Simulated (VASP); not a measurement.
Runs of VASP 6.6.1 on GaN. The structure is that of space group I-4m2 (No. 119), or close to it. The cells are those of the table. 

```csv
level,cell,smearing,gap on the mesh (eV),pressure (GPa)
r2SCAN,"a = 3.175, b = 3.175, c = 3.308 Å, angles 58.6, 58.6, 62.8°, 2 atoms",gaussian 0.01 eV,1.70,(a)
r2SCAN,"a = 3.184, b = 3.184, c = 3.053 Å, angles 61.4, 61.4, 57.3°, 2 atoms",gaussian 0.01 eV,2.27,(b)
PBE,"a = 3.178, b = 3.178, c = 3.244 Å, angles 59.3, 59.3, 61.4°, 2 atoms",fermi-dirac 0.02 eV,1.53,2.9
r2SCAN,"a = 3.176, b = 3.176, c = 3.276 Å, angles 59.0, 59.0, 62.1°, 2 atoms",gaussian 0.01 eV,1.81,-3.8
PBE,"a = 3.175, b = 3.175, c = 3.308 Å, angles 58.6, 58.6, 62.8°, 2 atoms",fermi-dirac 0.02 eV,1.31,-0.1
r2SCAN,"a = 3.178, b = 3.178, c = 3.244 Å, angles 59.3, 59.3, 61.4°, 2 atoms",gaussian 0.01 eV,1.92,-2.3
PBE,"a = 3.176, b = 3.176, c = 3.276 Å, angles 59.0, 59.0, 62.1°, 2 atoms",fermi-dirac 0.02 eV,1.42,1.3
```

Alike in all rows: task single point; potentials or basis VASP PAW PBE potentials, release 64 (Ga_d, N); no spin polarisation; k mesh 10 × 10 × 10; cutoff (eV) 520.

Task: Fill in the values left out.

Result: (a) -5.4; (b) 9.6.

Caveats: the structure was generated, so it needn't be the stable form of GaN; the PAW data sets were made with another functional, which shifts forces and pressure a little (at least some runs); the stress differs along the axes, from -8 to 1 GPa (at least some runs); the stress differs along the axes, from 1 to 14 GPa (at least some runs); the stress differs along the axes, from -6 to 1 GPa (at least some runs); the stress differs along the axes, from -3 to 6 GPa (at least some runs); the stress differs along the axes, from -1 to 6 GPa (at least some runs).

A k mesh can miss the band edges, and the runs leave out spin-orbit coupling on Ga.
